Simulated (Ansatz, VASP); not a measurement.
# Ti: VASP beside Ansatz

The input POSCAR:

```
Ti
1.0
    2.9057478925      0.0000000000      0.0000000000
   -1.4528739462      2.5164514919      0.0000000000
    0.0000000000      0.0000000000      4.7562900000
Ti
2
Direct
    0.3333333333      0.6666666667      0.2500000000
    0.6666666667      0.3333333333      0.7500000000
```

Contents of INCAR.step1:

```
ALGO = Normal
EDIFF = 1E-4
ENCUT = 520
GGA = PE
ISMEAR = 0
LASPH = T
LCHARG = F
LREAL = F
LWAVE = T
NBANDS = 19
NELM = 80
PREC = Accurate
SIGMA = 0.15
```

INCAR.step2

```
ALGO = Normal
EDIFF = 1E-6
ENCUT = 520
ISIF = 2
ISMEAR = 0
ISTART = 1
LASPH = T
LCHARG = T
LELF = T
LMIXTAU = T
LREAL = F
LVHAR = T
LWAVE = F
METAGGA = R2SCAN
NBANDS = 19
NELM = 80
PREC = Accurate
SIGMA = 0.15
```

Contents of KPOINTS:

```
k-points
0
Gamma
  18 18 10
```

Input for Ansatz:

```yaml
crystal:
  lattice:
    - [2.9057478925, 0.0, 0.0]
    - [-1.4528739462, 2.5164514919, 0.0]
    - [0.0, 0.0, 4.75629]
  atoms:
    - { symbol: Ti, position: [0.3333333333, 0.6666666667, 0.25] }
    - { symbol: Ti, position: [0.6666666667, 0.3333333333, 0.75] }
basis:
  ecutwfc: 500
kpoints:
  mp_grid: { grid: [18, 18, 10] }
hamiltonian:
  xc: r2scan
scf:
  occupations: { method: gaussian, width: 0.15 }
output:
  forces: true
  stress: true
  eigenvalues: true
```

Change from the starting cell: strain -0.015 along x and y, +0.015 along z, atoms carried along.

Alike in both runs: task single point; functional r2SCAN; k mesh 18 × 18 × 10; occupations gaussian, width 0.15 eV; no spin polarisation.

|  | VASP | Ansatz |
| --- | --- | --- |
| version | VASP 6.6.1 | Ansatz 0.2.0 |
| potentials or method | VASP PAW PBE potentials, release 64 (Ti_sv), cutoff 520 eV | scalar-relativistic, plane waves, PAW |
| valence electrons in the cell | 24 | 24 |

```tsv
	VASP	Ansatz	Ansatz less VASP
gap on the k mesh at the Fermi level (eV)	none	none	-
pressure (GPa)	-0.1	-0.5	-0.36
traceless stress, the component that is largest in VASP (GPa)	-2.91	-2.92	-0.004
```

VASP's potentials were made for PBE, not for r2SCAN. A gap of «none» marks a metal or a gap that the smearing closes.
